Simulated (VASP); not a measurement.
Here is a VASP 6.6.1 calculation.

Contents of POSCAR:

```
Al
1.0
    0.0000000000      1.9964435035      1.9964435035
    1.9964435035      0.0000000000      1.9964435035
    1.9964435035      1.9964435035      0.0000000000
Al
1
Direct
    0.0000000000      0.0000000000      0.0000000000
```

The input INCAR.step1:

```
PREC     = Accurate       # precision mode
ENCUT    = 520            # plane-wave cutoff, eV
ISMEAR   = -1             # smearing method
SIGMA    = 0.08           # smearing width, eV
LREAL    = F              # projectors in reciprocal space
LASPH    = T              # aspherical terms in the spheres
NELM     = 100            # most SCF steps
NBANDS   = 8              # bands
GGA      = PE             # functional
ALGO     = Normal         # electronic algorithm
EDIFF    = 1E-4           # SCF threshold, eV
LWAVE    = T              # write WAVECAR
LCHARG   = F              # write CHGCAR
```

Contents of INCAR.step2:

```
PREC     = Accurate       # precision mode
ENCUT    = 520            # plane-wave cutoff, eV
EDIFF    = 1E-6           # SCF threshold, eV
ISMEAR   = -1             # smearing method
SIGMA    = 0.08           # smearing width, eV
LREAL    = F              # projectors in reciprocal space
LASPH    = T              # aspherical terms in the spheres
NELM     = 100            # most SCF steps
ALGO     = Normal         # electronic algorithm
ISIF     = 2              # what is computed and relaxed
LWAVE    = F              # write WAVECAR
LCHARG   = T              # write CHGCAR
METAGGA  = R2SCAN         # meta-GGA
LMIXTAU  = T            
LELF     = T              # ELF
LVHAR    = T            
NBANDS   = 8              # bands
ISTART   = 1
```

KPOINTS

```
regular mesh
0
Gamma
  18 18 18
```

Potentials or basis: VASP PAW PBE potentials, release 64 (Al).

Run with:

```console
$ cat potpaw_PBE.64/Al/POTCAR > POTCAR
$ cp INCAR.step1 INCAR
$ mpirun -np 1 vasp_std > vasp.out
$ cp INCAR.step2 INCAR
$ mpirun -np 1 vasp_std > vasp.out
```

(1) Estimate the pressure.

## Answers

(1) -0.3 GPa.

Caveat: the PAW data sets were made with another functional, which shifts forces and pressure a little.
